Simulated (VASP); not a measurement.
In4Ru:

```
In Ru
1.0
     0.00000    4.13024    4.13024
     4.13024    0.00000    4.13024
     4.13024    4.13024    0.00000
In Ru
4 1
Direct
  0.36411 0.36411 0.36411
  0.36411 0.36411 0.90767
  0.36411 0.90767 0.36411
  0.90767 0.36411 0.36411
  0.75000 0.75000 0.75000
```

The cell was built from a structure type or drawn by symmetry, and may not be a known phase.

```yaml
Program: VASP 6.6.1
Task: relaxation of cell and atoms
Functional: PBE
Potentials_or_basis: VASP PAW PBE potentials, release 64 (In_d, Ru_pv)
Cutoff: 600 eV
k_mesh: 4 × 4 × 4
Occupations: gaussian, width 0.2 eV
Spin: no spin polarisation
```

At the start: pressure 0.6 GPa; volume 28.18 Å³/atom.

**Question.** Where does the relaxation end?

**Answer.** Over 7 steps the energy falls by 289.7 meV/atom and the volume is 26.21 Å³/atom (-7.0 %); space group F-43m (No. 216, to 0.1 Å) before and after.

Step by step:
```tsv
step	energy change (eV)	largest force (eV/Å)	pressure (GPa)	volume (Å³)
1	0.0000	4.4823	0.64	140.92
2	-1.1391	1.4123	-2.98	143.23
3	-1.3142	0.1025	-3.40	142.56
4	-1.4375	0.4134	-0.02	131.24
5	-1.4385	0.3620	-0.36	132.11
6	-1.4471	0.1252	0.14	130.71
7	-1.4483	0.0011	0.00	131.06
```

Final structure:
```xyz
5
Lattice="0.0000 4.0316 4.0316 4.0316 0.0000 4.0316 4.0316 4.0316 0.0000" Properties=species:S:1:pos:R:3 pbc="T T T"
In    3.0249    3.0249    3.0249
In    5.0383    5.0383    3.0249
In    5.0383    3.0249    5.0383
In    3.0249    5.0383    5.0383
Ru    6.0474    6.0474    6.0474
```
